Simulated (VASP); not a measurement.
Here is a VASP 6.6.1 calculation.

The input INCAR:

```
SYSTEM = CsPbI2Br
PREC = Accurate ; ENCUT = 520
EDIFF = 1E-6 ; ISMEAR = 0
SIGMA = 0.05 ; LREAL = .FALSE.
LASPH = .TRUE. ; NELM = 100
ALGO = Normal ; ISIF = 2
LWAVE = .FALSE. ; LCHARG = .FALSE.
GGA = PS ; NBANDS = 30
```

File KPOINTS:

```
Automatic mesh
0
G
  4 4 6
  0 0 0
```

File POSCAR:

```
CsPbI2Br
1.0
    6.6940608000      0.0000000000      0.0000000000
    0.0000000000      6.6940608000      0.0000000000
    0.0000000000      0.0000000000      6.2603310000
Cs Pb I Br
1 1 2 1
Direct
    0.5000000000      0.5000000000      0.5000000000
    0.0000000000      0.0000000000      0.0000000000
    0.0000000000      0.5000000000      0.0000000000
    0.5000000000      0.0000000000      0.0000000000
    0.0000000000      0.0000000000      0.5000000000
```

Potentials or basis: VASP PAW PBE potentials, release 64 (Cs_sv, Pb_d, I, Br).

The run is started by

```console
$ cat potpaw_PBE.64/Cs_sv/POTCAR potpaw_PBE.64/Pb_d/POTCAR potpaw_PBE.64/I/POTCAR potpaw_PBE.64/Br/POTCAR > POTCAR
$ mpirun -np 1 vasp_std > vasp.out
```

Problem. Predict the pressure.

Solution. -2.3 GPa.

Problem. Estimate the band gap on the k mesh.

Solution. 1.74 eV, direct.

Stress tensor (GPa, compression positive):
```
-2.21  0.00  0.00
 0.00 -2.21  0.00
 0.00  0.00 -2.45
```

Caveat: the cell differs from its parent crystal (strain +0.050 along x and y, +0.050 along z); the PAW data sets were made with another functional, which shifts forces and pressure a little; spin-orbit coupling is left out, which moves the levels of the heavy elements. A k mesh can miss the band edges.
